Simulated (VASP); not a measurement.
K3HF4, 8 atoms in the cell. Symmetry: Pm, No. 6, monoclinic system. The conventional cell has a = 3.410 Å, b = 3.603 Å, c = 11.503 Å, α = 90.00°, β = 90.53°, γ = 90.00°. Within 3.5 Å of K (site symmetry m) lie 6 F at 2.66 to 2.68 Å and 4 H at 3.35 to 3.37 Å and 2 K at 3.41 Å. Within 3.7 Å of K (site symmetry m) lie 8 F at 2.78 to 2.98 Å and 4 K at 3.41 to 3.60 Å and 4 H at 3.63 to 3.68 Å. K (site symmetry m) has 6 F at 2.66 to 2.75 Å and 2 K at 3.41 Å within 3.5 Å. Within 1.4 Å of H (site symmetry m) lie 2 F at 1.06 to 1.27 Å. F (site symmetry m) has 6 K at 2.66 to 2.80 Å and 3 F at 2.90 to 3.41 Å within 3.5 Å. Within 1.4 Å of F (site symmetry m) lie 1 H at 1.06 Å. Within 3.5 Å of F (site symmetry m) lie 6 K at 2.66 to 2.75 Å and 2 F at 3.41 Å. F (site symmetry m) has 1 H at 1.27 Å within 1.7 Å. 

| Quantity | Value |
| --- | --- |
| Program | VASP 6.6.1 |
| Task | single point |
| Functional | PBE |
| Potentials or basis | VASP PAW PBE potentials, release 64 (K_sv, H, F) |
| Cutoff | 520 eV |
| k mesh | 8 × 6 × 2 |
| Occupations | gaussian, width 0.02 eV |
| Spin | no spin polarisation |
| Dipole correction | no |
| Further INCAR settings | ALGO = Normal; EDIFF = 1e-06; NBANDS = 38 |

Potentials or basis: VASP PAW PBE potentials, release 64 (K_sv, H, F).

Launch:

```sh
$ cat potpaw_PBE.64/K_sv/POTCAR potpaw_PBE.64/H/POTCAR potpaw_PBE.64/F/POTCAR > POTCAR
$ mpirun -np 1 vasp_std > vasp.out
```

Hardware: 1 thread of Intel(R) Xeon(R) 6975P-C (Granite Rapids), on a shared host.

Task: How long does it take, and how much memory?

Result: Wall time 2.1 min on 1 thread of Intel(R) Xeon(R) 6975P-C (Granite Rapids), on a shared host, peak memory 0.34 GiB. Counts: scf iterations 17, k points 40.
